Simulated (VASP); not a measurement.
Set up this calculation in VASP 6.6.1, as the native input.

```
Task                   : single point
Functional             : LDA
Potentials or basis    : VASP PAW LDA potentials, release 64 (Pb_d, Se)
Cutoff                 : 520 eV
k mesh                 : 3 × 3 × 3
Occupations            : gaussian, width 0.01 eV
Spin                   : no spin polarisation
Dipole correction      : no
Further INCAR settings : ALGO = Normal; EDIFF = 1e-06; NBANDS = 28
```

The structure of PbSe lies in POSCAR:

```
PbSe
1.0
    0.0000000000     12.0008000000      3.1254400000
    3.1181500000      0.0000000000      3.1254400000
    3.1181500000     12.0008000000      0.0000000000
Pb Se
2 2
Direct
    0.1907300000      0.8052700000      0.1947300000
    0.8052700000      0.1907300000      0.8092700000
    0.6744200000      0.2955800000      0.7044200000
    0.2955800000      0.6744200000      0.3255800000
```

One way to write it, as run:

INCAR

```
  PREC = Accurate
  ENCUT = 520
  EDIFF = 1E-6
  ISMEAR = 0
  SIGMA = 0.01
  LREAL = F
  LASPH = T
  NELM = 100
  ALGO = Normal
  ISIF = 2
  LWAVE = F
  LCHARG = F
  GGA = CA
  NBANDS = 28
```

KPOINTS

```
regular mesh
0
Gamma
  3 3 3
```

Potentials or basis: VASP PAW LDA potentials, release 64 (Pb_d, Se).

Command:

```bash
$ cat potpaw_LDA.64/Pb_d/POTCAR potpaw_LDA.64/Se/POTCAR > POTCAR
$ mpirun -np 1 vasp_std > vasp.out
```

Results of the run:

| Quantity | Value |
| --- | --- |
| Pressure | -2.0 GPa |
| Largest force | 0.227 eV/Å |
| Band gap on the k mesh | 1.96 eV, direct |

Caveat: the k points lie up to 0.48 Å⁻¹ apart; spin-orbit coupling is left out, which moves the levels of the heavy elements.

It took 95 s on 1 thread of AMD EPYC 9R45 96-Core Processor (Zen 5), with other jobs on the host, peak memory 0.44 GiB.
